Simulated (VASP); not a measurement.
# HfN (Fm-3m) in VASP: settings compared

Aim: see how the results for HfN move with the level of theory and the settings. Levels: PBE, RPBE. Tasks: single point.

All numbers are computed with VASP 6.6.1; they aren't measurements. Logs are shortened: lines on timing, memory, paths and dates and some standing lists are left out, and cuts for length are marked.

## (1) The cell of the first run

It takes space group Fm-3m (No. 225, cubic). The conventional cell has a = 4.542 Å, b = 4.542 Å, c = 4.542 Å, α = 90.00°, β = 90.00°, γ = 90.00°. Hf (site symmetry m-3m) has 6 N at 2.27 Å within 3.0 Å. N (site symmetry m-3m) has 6 Hf at 2.27 Å within 3.0 Å.

## (2) Single point, PBE (volume scaled by 1.02)

INCAR

```
PREC     = Accurate       # precision mode
ENCUT    = 520            # plane-wave cutoff, eV
EDIFF    = 1E-6           # SCF threshold, eV
ISMEAR   = -1             # smearing method
SIGMA    = 0.05           # smearing width, eV
LREAL    = False          # projectors in reciprocal space
LASPH    = True           # aspherical terms in the spheres
NELM     = 60             # most SCF steps
ALGO     = Normal         # electronic algorithm
ISIF     = 2              # what is computed and relaxed
LWAVE    = False          # write WAVECAR
LCHARG   = False          # write CHGCAR
GGA      = PE             # functional
NBANDS   = 14             # bands
```

KPOINTS

```
regular mesh
0
Gamma
  10 10 10
```

POSCAR

```
HfN
1.0
    0.0000000000      2.2709408328      2.2709408328
    2.2709408328      0.0000000000      2.2709408328
    2.2709408328      2.2709408328      0.0000000000
Hf N
1 1
Direct
    0.0000000000      0.0000000000      0.0000000000
    0.5000000000      0.5000000000      0.5000000000
```

Potentials or basis: VASP PAW PBE potentials, release 64 (Hf_pv, N).

The run is started by

```bash
> cat potpaw_PBE.64/Hf_pv/POTCAR potpaw_PBE.64/N/POTCAR > POTCAR
> mpirun -np 1 vasp_std > vasp.out
```

OUTCAR:

```text
PREC = Accurate
   ENCUT = 520
   EDIFF = 1E-6
   ISMEAR = -1
   LREAL = False
   LASPH = True
   NELM = 60
   ISIF = 2
   GGA = PE

 ion  position               nearest neighbor table
   1  0.000  0.000  0.000-   2 2.27   2 2.27   2 2.27   2 2.27   2 2.27   2 2.27
   2  0.500  0.500  0.500-   1 2.27   1 2.27   1 2.27   1 2.27   1 2.27   1 2.27

  LATTYP: Found a face centered cubic cell.
 ALAT       =     4.5418816656

  Lattice vectors:

 A1 = (   0.0000000000,   2.2709408328,   2.2709408328)
 A2 = (   2.2709408328,   0.0000000000,   2.2709408328)
 A3 = (   2.2709408328,   2.2709408328,   0.0000000000)

Analysis of symmetry for initial positions (statically):
=====================================================================
 Subroutine PRICEL returns:
 Original cell was already a primitive cell.

 Routine SETGRP: Setting up the symmetry group for a
 face centered cubic supercell.

 Subroutine GETGRP returns: Found 48 space group operations
 (whereof 48 operations were pure point group operations)
 out of a pool of 48 trial point group operations.

The static configuration has the point symmetry O_h .

Analysis of symmetry for dynamics (positions and initial velocities):
=====================================================================
 Subroutine PRICEL returns:
 Original cell was already a primitive cell.

 Routine SETGRP: Setting up the symmetry group for a
 face centered cubic supercell.

 Subroutine GETGRP returns: Found 48 space group operations
 (whereof 48 operations were pure point group operations)
 out of a pool of 48 trial point group operations.

The dynamic configuration has the point symmetry O_h .

 Subroutine INISYM returns: Found 48 space group operations
 (whereof 48 operations are pure point group operations),
 and found     1 'primitive' translations

----------------------------------------------------------------------------------------

                                     Primitive cell

  volume of cell :      23.4233

  direct lattice vectors                    reciprocal lattice vectors
     0.000000000  2.270940833  2.270940833    -0.220173063  0.220173063  0.220173063
     2.270940833  0.000000000  2.270940833     0.220173063 -0.220173063  0.220173063
     2.270940833  2.270940833  0.000000000     0.220173063  0.220173063 -0.220173063

  length of vectors
     3.211595325  3.211595325  3.211595325     0.381350932  0.381350932  0.381350932

  position of ions in fractional coordinates (direct lattice)
     0.000000000  0.000000000  0.000000000
     0.500000000  0.500000000  0.500000000

  ion indices of the primitive-cell ions
   primitive index   ion index
                 1           1
                 2           2

----------------------------------------------------------------------------------------

 KPOINTS: regular mesh

Automatic generation of k-mesh.
 Grid dimensions read from file:
 generate k-points for:   10   10   10

 Generating k-lattice:

  Cartesian coordinates                     Fractional coordinates (reciprocal lattice)
    -0.022017306  0.022017306  0.022017306     0.100000000  0.000000000  0.000000000
     0.022017306 -0.022017306  0.022017306     0.000000000  0.100000000  0.000000000
     0.022017306  0.022017306 -0.022017306     0.000000000  0.000000000  0.100000000

  Length of vectors
     0.038135093  0.038135093  0.038135093

  Shift w.r.t. Gamma in fractional coordinates (k-lattice)
     0.000000000  0.000000000  0.000000000

 Subroutine IBZKPT returns following result:
 ===========================================

 Found     47 irreducible k-points:

 Following reciprocal coordinates:
            Coordinates               Weight
  0.000000  0.000000  0.000000      1.000000
  0.100000  0.000000  0.000000      8.000000
  0.200000  0.000000  0.000000      8.000000
  0.300000  0.000000  0.000000      8.000000
  0.400000  0.000000  0.000000      8.000000
  0.500000  0.000000  0.000000      4.000000
[... 16 lines left out ...]
  0.300000  0.300000  0.000000      6.000000
  0.400000  0.300000  0.000000     24.000000
 [... further k-points ...]
   k-points           NKPTS =     47   k-points in BZ     NKDIM =     47   number of bands    NBANDS=     14
   number of dos      NEDOS =    301   number of ions     NIONS =      2
   total plane-waves  NPLWV =  13824
   dimension x,y,z NGX =    24 NGY =   24 NGZ =   24
   dimension x,y,z NGXF=    48 NGYF=   48 NGZF=   48
   ions per type =               1   1
   NGX,Y,Z   is equivalent  to a cutoff of  12.42, 12.42, 12.42 a.u.
   NGXF,Y,Z  is equivalent  to a cutoff of  24.85, 24.85, 24.85 a.u.
 SYSTEM =  unknown system
   PREC   = accura    normal or accurate (medium, high low for compatibility)
   ISTART =      0    job   : 0-new  1-cont  2-samecut
   ICHARG =      2    charge: 1-file 2-atom 10-const
   ISPIN  =      1    spin polarized calculation?
   LNONCOLLINEAR =      F non collinear calculations
   LSORBIT =      F    spin-orbit coupling
   LASPH  =      T    aspherical Exc in radial PAW
   ENCUT  =  520.0 eV  38.22 Ry    6.18 a.u.   5.97  5.97  5.97*2*pi/ulx,y,z
   NELM   =     60;   NELMIN=  2; NELMDL= -5     # of ELM steps
   EDIFF  = 0.1E-05   stopping-criterion for ELM
   LREAL  =      F    real-space projection
   EDIFFG = 0.1E-04   stopping-criterion for IOM
   NSW    =      0    number of steps for IOM
   IBRION =     -1    ionic relax: 0-MD 1-quasi-New 2-CG
   NFREE  =      0    steps in history (QN), initial steepest desc. (CG)
   ISIF   =      2    stress and relaxation
   ISYM   =      2    0-nonsym 1-usesym 2-fastsym
   POTIM  = 0.5000    time-step for ionic-motion
   TEBEG  =    0.0;   TEEND  =   0.0 temperature during run
   PSTRESS=    0.0 pullay stress
   NELECT =      15.0000    total number of electrons
   NUPDOWN=      -1.0000    fix difference up-down
   EMIN   =  10.00;   EMAX   =-10.00  energy-range for DOS
   EFERMI =   0.00;   METHOD = LEGACY
   ISMEAR =    -1;   SIGMA  =   0.05  broadening in eV -4-tet -1-fermi 0-gaus
   EFERMI_NEDOS =   21; number of points for ismear=-14 and -15
   IALGO  =     38    algorithm
   IMIX   =      4    mixing-type and parameters
     AMIX     =   0.40;   BMIX     =  1.00
     AMIX_MAG =   1.60;   BMIX_MAG =  1.00
  volume/ion in A,a.u.               =      11.71        79.03
  Fermi-wavevector in a.u.,A,eV,Ry     =   1.411095  2.666582 27.091753  1.991188
  Thomas-Fermi vector in A             =   2.532981
   LORBIT       =      0    0 simple, 1 ext, 2 COOP (PROOUT), +10 PAW based schemes
   GGA     = PE    functional components
   LHFCALC =     F    Hartree Fock is set to
   AEXX    =    0.0000 exact exchange contribution
   IVDW    =     0    specifies the selected vdW correction
   LEPSILON=     F    determine dielectric tensor
   LRPA    =     F    only Hartree local field effects (RPA)
 non-spin polarized calculation
  energy-cutoff  :      520.00
  volume of cell :       23.42
 maximum number of plane-waves:       642
   NGX = 11   NGY = 11   NGZ = 11

 number of electron      15.0000000 magnetization

 Free energy of the ion-electron system (eV)
  ---------------------------------------------------
  ext. energy  EPLUGINS =         0.00000000
  ---------------------------------------------------
  free energy    TOTEN  =       -21.75301830 eV

  energy without entropy =      -21.74643065  energy(sigma->0) =      -21.74972447

 E-fermi :   8.2827     XC(G=0): -12.6492

 val. band max:        8.2363755041   @ k =  -0.4000   0.3000   0.0000
 cond. band min:       8.2941534735   @ k =  -0.1000   0.1000   0.0000
 fundamental gap:      0.0577779694
 Fermi energy:         8.2826959851

 k-point     1 :       0.0000    0.0000    0.0000
  band No.  band energies     occupation
      1     -22.9655      2.00000
      2     -22.9655      2.00000
      3     -22.9655      2.00000
      4      -9.1753      2.00000
      5       5.2308      2.00000
      6       5.2308      2.00000
      7       5.2308      2.00000
      8       7.9082      1.99888
      9       7.9082      1.99888
     10       7.9082      1.99888
     11       9.8897      0.00000
     12      10.1772      0.00000
     13      10.1772      0.00000
     14      17.7720      0.00000

 k-point     2 :       0.1000    0.0000    0.0000
  band No.  band energies     occupation
      1     -23.0596      2.00000
      2     -22.9735      2.00000
      3     -22.9735      2.00000
      4      -8.9555      2.00000
      5       4.3176      2.00000
      6       4.7025      2.00000
      7       4.7025      2.00000
      8       8.1236      1.92034
      9       8.2272      1.50437
     10       8.2272      1.50437
     11      10.5965      0.00000
     12      10.8960      0.00000
     13      10.8960      0.00000
     14      18.5219      0.00000

 k-point     3 :       0.2000    0.0000    0.0000
  band No.  band energies     occupation
      1     -23.2970      2.00000
      2     -22.9942      2.00000
      3     -22.9942      2.00000
      4      -8.3637      2.00000
      5       2.6653      2.00000
      6       3.7321      2.00000
      7       3.7321      2.00000
      8       8.4925      0.02966
      9       9.0252      0.00000
     10       9.0252      0.00000
     11      12.0471      0.00000
     12      12.5236      0.00000
     13      12.5236      0.00000
     14      20.2949      0.00000
[... 324 lines left out ...]
 k-point    23 :       0.3000    0.3000    0.0000
  band No.  band energies     occupation
      1     -23.4968      2.00000
      2     -23.1568      2.00000
      3     -23.1568      2.00000
      4      -7.9224      2.00000
      5       1.4818      2.00000
      6       4.3907      2.00000
      7       4.3907      2.00000
      8       5.3925      2.00000
      9      11.4328      0.00000
     10      11.8477      0.00000
     11      12.2505      0.00000
     12      12.2505      0.00000
     13      17.0504      0.00000
     14      20.3772      0.00000

 k-point    24 :       0.4000    0.3000    0.0000
  band No.  band energies     occupation
      1     -23.5996      2.00000
      2     -23.2142      2.00000
      3     -23.1870      2.00000
      4      -7.8086      2.00000
      5       1.6807      2.00000
      6       3.6666      2.00000
      7       4.1357      2.00000
      8       5.8110      2.00000
      9      12.2457      0.00000
     10      12.6954      0.00000
     11      12.8877      0.00000
     12      12.9194      0.00000
     13      17.2115      0.00000
     14      19.3677      0.00000

 [... further k-points ...]
[... 5 lines left out ...]
  --------------------------------------------------------------------------------------
  -------------------------------------------------------------------------------------
  Total       -0.1848948     -0.1848948     -0.1848948      0.0000000      0.0000000     -0.0000000
  in kB      -12.6470077    -12.6470077    -12.6470077      0.0000000      0.0000000     -0.0000000
  external PRESSURE =     -12.6470077 kB  Pullay stress =       0.0000000 kB

 VOLUME and BASIS-vectors are now :
 -----------------------------------------------------------------------------
  energy-cutoff  :      520.00
  volume of cell :       23.42
      direct lattice vectors                 reciprocal lattice vectors
     0.000000000  2.270940833  2.270940833    -0.220173063  0.220173063  0.220173063
     2.270940833  0.000000000  2.270940833     0.220173063 -0.220173063  0.220173063
     2.270940833  2.270940833  0.000000000     0.220173063  0.220173063 -0.220173063

 POSITION                                       TOTAL-FORCE (eV/Angst)
 -----------------------------------------------------------------------------------
      0.00000      0.00000      0.00000        -0.000000     -0.000000     -0.000000
      2.27094      2.27094      2.27094         0.000000      0.000000      0.000000
 -----------------------------------------------------------------------------------
    total drift:                                0.000000     -0.000000     -0.000000

  FREE ENERGIE OF THE ION-ELECTRON SYSTEM (eV)
  ---------------------------------------------------
  free  energy   TOTEN  =       -21.7530182981 eV

  energy  without entropy=      -21.7464306461  energy(sigma->0) =      -21.74972447
```

Run time: 22 s. Hardware: 1 thread of AMD EPYC 7R13 (Zen 3), shared host; peak memory 0.12 GiB.

Results:

- Free energy: -21.7530 eV
- Pressure: -1.3 GPa

Caveat: spin-orbit coupling is left out, which moves the levels of the heavy elements.

## (3) Single point, PBE (volume scaled by 1.06)

INCAR

```
SYSTEM = HfN
PREC = Accurate
ENCUT = 520
EDIFF = 1E-6
ISMEAR = -1
SIGMA = 0.05
LREAL = .FALSE.
LASPH = .TRUE.
NELM = 80
ALGO = Normal
ISIF = 2
LWAVE = .FALSE.
LCHARG = .TRUE.
GGA = PE
LELF = .TRUE.
LVHAR = .TRUE.
NBANDS = 14
```

KPOINTS

```
Automatic mesh
0
G
  10 10 10
  0 0 0
```

POSCAR

```
HfN
1.0
    0.0000000000      2.3002465274      2.3002465274
    2.3002465274      0.0000000000      2.3002465274
    2.3002465274      2.3002465274      0.0000000000
Hf N
1 1
Direct
    0.0000000000      0.0000000000      0.0000000000
    0.5000000000      0.5000000000      0.5000000000
```

Potentials or basis: VASP PAW PBE potentials, release 64 (Hf_pv, N).

The run is started by

```bash
> cat potpaw_PBE.64/Hf_pv/POTCAR potpaw_PBE.64/N/POTCAR > POTCAR
> mpirun -np 1 vasp_std > vasp.out
```

OUTCAR:

```text
SYSTEM = HfN
   PREC = Accurate
   ENCUT = 520
   EDIFF = 1E-6
   ISMEAR = -1
   LREAL = .FALSE.
   LASPH = .TRUE.
   NELM = 80
   ISIF = 2
   GGA = PE

 ion  position               nearest neighbor table
   1  0.000  0.000  0.000-   2 2.30   2 2.30   2 2.30   2 2.30   2 2.30   2 2.30
   2  0.500  0.500  0.500-   1 2.30   1 2.30   1 2.30   1 2.30   1 2.30   1 2.30

  LATTYP: Found a face centered cubic cell.
 ALAT       =     4.6004930548

  Lattice vectors:

 A1 = (   0.0000000000,   2.3002465274,   2.3002465274)
 A2 = (   2.3002465274,   0.0000000000,   2.3002465274)
 A3 = (   2.3002465274,   2.3002465274,   0.0000000000)

Analysis of symmetry for initial positions (statically):
=====================================================================
 Subroutine PRICEL returns:
 Original cell was already a primitive cell.

 Routine SETGRP: Setting up the symmetry group for a
 face centered cubic supercell.

 Subroutine GETGRP returns: Found 48 space group operations
 (whereof 48 operations were pure point group operations)
 out of a pool of 48 trial point group operations.

The static configuration has the point symmetry O_h .

Analysis of symmetry for dynamics (positions and initial velocities):
[... 164 lines left out ...]

 k-point     1 :       0.0000    0.0000    0.0000
  band No.  band energies     occupation
      1     -23.4540      2.00000
      2     -23.4540      2.00000
      3     -23.4540      2.00000
      4      -9.2834      2.00000
      5       4.9427      2.00000
      6       4.9427      2.00000
      7       4.9427      2.00000
      8       7.5884      1.99828
      9       7.5884      1.99828
     10       7.5884      1.99828
     11       9.2005      0.00000
     12       9.7465      0.00000
     13       9.7465      0.00000
     14      17.3420      0.00000
[... 377 lines left out ...]
      1     -24.0026      2.00000
      2     -23.6702      2.00000
      3     -23.6469      2.00000
      4      -7.9821      2.00000
      5       1.4511      2.00000
      6       3.4219      2.00000
      7       3.8639      2.00000
      8       5.5669      2.00000
      9      11.7065      0.00000
     10      12.0488      0.00000
     11      12.2852      0.00000
     12      12.3059      0.00000
     13      16.4454      0.00000
     14      18.5268      0.00000

 [... further k-points ...]
[... 5 lines left out ...]
  --------------------------------------------------------------------------------------
  -------------------------------------------------------------------------------------
  Total       -1.6131463     -1.6131463     -1.6131463     -0.0000000      0.0000000      0.0000000
  in kB     -106.1771788   -106.1771788   -106.1771788     -0.0000000      0.0000000      0.0000000
  external PRESSURE =    -106.1771788 kB  Pullay stress =       0.0000000 kB

 VOLUME and BASIS-vectors are now :
 -----------------------------------------------------------------------------
  energy-cutoff  :      520.00
  volume of cell :       24.34
      direct lattice vectors                 reciprocal lattice vectors
     0.000000000  2.300246527  2.300246527    -0.217368006  0.217368006  0.217368006
     2.300246527  0.000000000  2.300246527     0.217368006 -0.217368006  0.217368006
     2.300246527  2.300246527  0.000000000     0.217368006  0.217368006 -0.217368006

 POSITION                                       TOTAL-FORCE (eV/Angst)
 -----------------------------------------------------------------------------------
      0.00000      0.00000      0.00000        -0.000000      0.000000     -0.000000
      2.30025      2.30025      2.30025         0.000000     -0.000000      0.000000
 -----------------------------------------------------------------------------------
    total drift:                                0.000000     -0.000000     -0.000000

  FREE ENERGIE OF THE ION-ELECTRON SYSTEM (eV)
  ---------------------------------------------------
  free  energy   TOTEN  =       -21.7185943836 eV

  energy  without entropy=      -21.7117943661  energy(sigma->0) =      -21.71519437
```

Run time: 23 s. Hardware: 1 thread of AMD EPYC 7R13 (Zen 3), shared host; peak memory 0.11 GiB.

Results:

```
Free energy : -21.7186 eV
Pressure    : -10.6 GPa
```

Levels at points of the mesh, in eV from the Fermi level:
```tsv
k point	band 5	band 6	band 7	band 8	band 9	band 10	band 11	band 12
(0.00, 0.00, 0.00)	-3.00	-3.00	-3.00	-0.35	-0.35	-0.35	1.26	1.81
(0.50, 0.00, 0.00)	-8.61	-5.95	-5.95	3.00	3.40	3.40	4.11	8.17
(0.50, 0.50, 0.00)	-5.44	-3.69	-3.69	-3.61	3.78	4.94	5.08	5.08
```

Caveat: spin-orbit coupling is left out, which moves the levels of the heavy elements.

(Continued in part 2 of 2.)
